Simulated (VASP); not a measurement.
# Al (Im-3m) in VASP: further runs, part 2 of 2

VASP 6.6.1. The steps go on from the part before.

## (3) Single point, revPBE+D3(BJ), collinear spin, ferromagnetic start

Input file INCAR:

```
SYSTEM = Al
ALGO = Normal ; EDIFF = 1E-6
ENCUT = 520 ; GGA = RE
ISIF = 2 ; ISMEAR = 1
ISPIN = 2 ; IVDW = 12
LASPH = .TRUE. ; LCHARG = .FALSE.
LORBIT = 11 ; LREAL = .FALSE.
LWAVE = .FALSE. ; MAGMOM = -0.37
NBANDS = 12 ; NELM = 150
PREC = Accurate ; SIGMA = 0.025
```

Input file KPOINTS:

```
k-points
0
G
  12 12 12
  0 0 0
```

Input file POSCAR:

```
Al
1.0
   -1.5811274444      1.5811274444      1.5811274444
    1.5811274444     -1.5811274444      1.5811274444
    1.5811274444      1.5811274444     -1.5811274444
Al
1
Direct
    0.0000000000      0.0000000000      0.0000000000
```

Potentials or basis: VASP PAW PBE potentials, release 64 (Al).

On the command line:

```
> cat potpaw_PBE.64/Al/POTCAR > POTCAR
> mpirun -np 1 vasp_std > vasp.out
```

Run time: 11 s. Hardware: 1 thread of Intel Xeon 6975P-C (Granite Rapids), shared host; peak memory 0.14 GiB.

The run converged. Its results:

* Free energy: -4.0940 eV
* Pressure: -0.5 GPa
* Net moment: 0.01 μB per cell
* Valence electrons inside the program's atomic spheres: Al 0.79
* Dispersion energy per atom: -0.667 eV

Levels at points of the mesh, in eV from the Fermi level:
Spin up:
```tsv
k point	band 1	band 2	band 3	band 4	band 5	band 6
(0.00, 0.00, 0.00)	-11.47	13.48	13.48	13.48	15.42	15.42
(0.50, 0.00, 0.00)	-4.53	-3.92	8.31	8.51	10.27	11.79
(0.50, 0.50, 0.50)	1.92	1.92	1.92	2.85	2.85	6.20
```
Spin down:
```
           k point  band 1  band 2  band 3  band 4  band 5
(0.00, 0.00, 0.00)  -11.46   13.50   13.50   13.50   15.43
(0.50, 0.00, 0.00)   -4.52   -3.91    8.32    8.52   10.27
(0.50, 0.50, 0.50)    1.93    1.93    1.93    2.85    2.85
```

Caveat: three body term missing; the PAW data sets were made with another functional, which shifts forces and pressure a little; pairwise dispersion overbinds metals, which lowers pressure and volume.

## (4) Single point, PBE, collinear spin, ferromagnetic start

This run uses another cell than the first one, of 16.12 Å³/atom, 1.020 times its volume.

Input file INCAR:

```
PREC = Accurate
ENCUT = 520
EDIFF = 1E-6
ISMEAR = -1
SIGMA = 0.1
LREAL = F
LASPH = T
NELM = 150
ALGO = Normal
ISIF = 2
LWAVE = F
LCHARG = T
ISPIN = 2
MAGMOM = 1
LORBIT = 11
NUPDOWN = 1.0
GGA = PE
LELF = T
LVHAR = T
NBANDS = 12
```

Input file KPOINTS:

```
Automatic mesh
0
Gamma
  12 12 12
```

Input file POSCAR:

```
Al
1.0
   -1.5912186900      1.5912186900      1.5912186900
    1.5912186900     -1.5912186900      1.5912186900
    1.5912186900      1.5912186900     -1.5912186900
Al
1
Direct
    0.0000000000      0.0000000000      0.0000000000
```

Potentials or basis: VASP PAW PBE potentials, release 64 (Al).

On the command line:

```
> cat potpaw_PBE.64/Al/POTCAR > POTCAR
> mpirun -np 1 vasp_std > vasp.out
```

OUTCAR:

```text
PREC = Accurate
   ENCUT = 520
   EDIFF = 1E-6
   ISMEAR = -1
   LREAL = F
   LASPH = T
   NELM = 150
   ISIF = 2
   ISPIN = 2
   LORBIT = 11
   NUPDOWN = 1.0
   GGA = PE

 ion  position               nearest neighbor table
   1  0.000  0.000  0.000-

  LATTYP: Found a body centered cubic cell.
 ALAT       =     3.1824373800

  Lattice vectors:

 A1 = (  -1.5912186900,   1.5912186900,   1.5912186900)
 A2 = (   1.5912186900,  -1.5912186900,   1.5912186900)
[... 920 lines left out ...]
 [... further k-points ...]
[... 5 lines left out ...]
  --------------------------------------------------------------------------------------
  -------------------------------------------------------------------------------------
  Total        1.0926049      1.0926049      1.0926049     -0.0000000     -0.0000000      0.0000000
  in kB      108.6235805    108.6235805    108.6235805     -0.0000000     -0.0000000      0.0000000
  external PRESSURE =     108.6235805 kB  Pullay stress =       0.0000000 kB

 VOLUME and BASIS-vectors are now :
 -----------------------------------------------------------------------------
  energy-cutoff  :      520.00
  volume of cell :       16.12
      direct lattice vectors                 reciprocal lattice vectors
    -1.591218690  1.591218690  1.591218690     0.000000000  0.314224565  0.314224565
     1.591218690 -1.591218690  1.591218690     0.314224565  0.000000000  0.314224565
     1.591218690  1.591218690 -1.591218690     0.314224565  0.314224565  0.000000000

 POSITION                                       TOTAL-FORCE (eV/Angst)
 -----------------------------------------------------------------------------------
      0.00000      0.00000      0.00000         0.000000     -0.000000      0.000000
 -----------------------------------------------------------------------------------
    total drift:                                0.000000      0.000000     -0.000000

  FREE ENERGIE OF THE ION-ELECTRON SYSTEM (eV)
  ---------------------------------------------------
  free  energy   TOTEN  =        -2.7340400454 eV

  energy  without entropy=       -2.7220483055  energy(sigma->0) =       -2.72804418

 total charge

# of ion       s       p       d       tot
------------------------------------------
    1        0.436   0.347   0.000   0.783

 magnetization (x)

# of ion       s       p       d       tot
------------------------------------------
    1        0.101   0.152   0.000   0.253
```

OSZICAR:

```text
N       E                     dE             d eps       ncg     rms          rms(c)
DAV:   1     0.866126875032E+00    0.86613E+00   -0.10304E+03  3472   0.172E+02
DAV:   2    -0.271079748506E+01   -0.35769E+01   -0.34896E+01  4740   0.325E+01
DAV:   3    -0.275323616861E+01   -0.42439E-01   -0.42334E-01  4344   0.239E+00
DAV:   4    -0.275337927420E+01   -0.14311E-03   -0.14309E-03  4084   0.167E-01
DAV:   5    -0.275338028217E+01   -0.10080E-05   -0.10078E-05  4368   0.119E-02    0.132E+00
DAV:   6    -0.273962736455E+01    0.13753E-01   -0.11877E-02  3956   0.385E-01    0.767E-01
DAV:   7    -0.273215668798E+01    0.74707E-02   -0.17369E-02  3872   0.447E-01    0.421E-01
DAV:   8    -0.273402030331E+01   -0.18636E-02   -0.17267E-03  3988   0.155E-01    0.154E-01
DAV:   9    -0.273404050827E+01   -0.20205E-04   -0.41534E-05  4340   0.270E-02    0.830E-02
DAV:  10    -0.273403065302E+01    0.98553E-05   -0.20674E-05  4052   0.169E-02    0.142E-02
DAV:  11    -0.273404014005E+01   -0.94870E-05   -0.18476E-05  3828   0.160E-02    0.359E-03
DAV:  12    -0.273404004541E+01    0.94641E-07   -0.80301E-08  2492   0.116E-03
   1 F= -.27340400E+01 E0= -.27280442E+01  d E =-.119917E-01  mag=     1.0000
```

Wall time 12 s (1 thread of Intel Xeon 6975P-C (Granite Rapids), shared host); peak memory 0.13 GiB.

What came out:

```yaml
Free_energy: -2.7340 eV
Pressure: 10.9 GPa
Net_moment: 1.00 μB per cell
Site_moments: Al +0.25 μB
Valence_electrons_inside_the_program's_atomic_spheres: Al 0.78
```

Caveat: the total moment is fixed, so each spin has its own Fermi level.

## (5) Single point, PBE, collinear spin, ferromagnetic start (volume scaled by 1.02)

Input file INCAR:

```
SYSTEM = Al
ALGO     = Normal         ! electronic algorithm
EDIFF    = 1E-7           ! SCF threshold, eV
ENCUT    = 520            ! plane-wave cutoff, eV
GGA      = PE             ! functional
ISIF     = 2              ! what is computed and relaxed
ISMEAR   = -1             ! smearing method
ISPIN    = 2              ! spin polarisation
LASPH    = .True.         ! aspherical terms in the spheres
LCHARG   = .False.        ! write CHGCAR
LORBIT   = 11             ! projections on sites
LREAL    = .False.        ! projectors in reciprocal space
LWAVE    = .False.        ! write WAVECAR
MAGMOM   = 1              ! initial moments
NBANDS   = 12             ! bands
NELM     = 150            ! most SCF steps
NUPDOWN  = 1.0            ! fixed moment
PREC     = Accurate       ! precision mode
SIGMA    = 0.1            ! smearing width, eV
```

Input file KPOINTS:

```
k-points
0
Gamma
  12 12 12
  0 0 0
```

Input file POSCAR:

```
Al
1.0
   -1.6017568692      1.6017568692      1.6017568692
    1.6017568692     -1.6017568692      1.6017568692
    1.6017568692      1.6017568692     -1.6017568692
Al
1
Direct
    0.0000000000      0.0000000000      0.0000000000
```

On the command line:

```
> cat potpaw_PBE.64/Al/POTCAR > POTCAR
> mpirun -np 1 vasp_std > vasp.out
```

It took 12 s on 1 thread of Intel Xeon 6975P-C (Granite Rapids), shared host; peak memory 0.15 GiB.

Results (log left out):

```yaml
Free_energy: -2.7540 eV
Pressure: 9.0 GPa
Net_moment: 1.00 μB per cell
Site_moments: Al +0.25 μB
Valence_electrons_inside_the_program's_atomic_spheres: Al 0.78
```

Caveat: the cell differs from its parent crystal (volume scaled by 1.02); the total moment is fixed, so each spin has its own Fermi level.

## (6) Overview

```csv
level,fixed moment (μB),cell,smearing,pressure (GPa),moment (μB)
PBE,1.0,"a = 2.738 Å, angles 109.5°, 1 atom",fermi-dirac 0.1 eV,13.0,1.00
revPBE+D3(BJ),-,"a = 2.739 Å, angles 109.5°, 1 atom",methfessel-paxton 0.025 eV,-0.5,0.01
PBE,1.0,"a = 2.756 Å, angles 109.5°, 1 atom",fermi-dirac 0.1 eV,10.9,1.00
PBE,1.0,"a = 2.774 Å, angles 109.5°, 1 atom",fermi-dirac 0.1 eV,9.0,1.00
```

Alike in all rows: task single point; potentials or basis VASP PAW PBE potentials, release 64 (Al); spin collinear, ferromagnetic start; k mesh 12 × 12 × 12; cutoff (eV) 520.

Caveats: the total moment is fixed, so each spin has its own Fermi level (some runs); three body term missing (some runs); the PAW data sets were made with another functional, which shifts forces and pressure a little (some runs); pairwise dispersion overbinds metals, which lowers pressure and volume (some runs).

Total energies depend on the potentials used, so only differences within one code and one set of settings carry meaning.
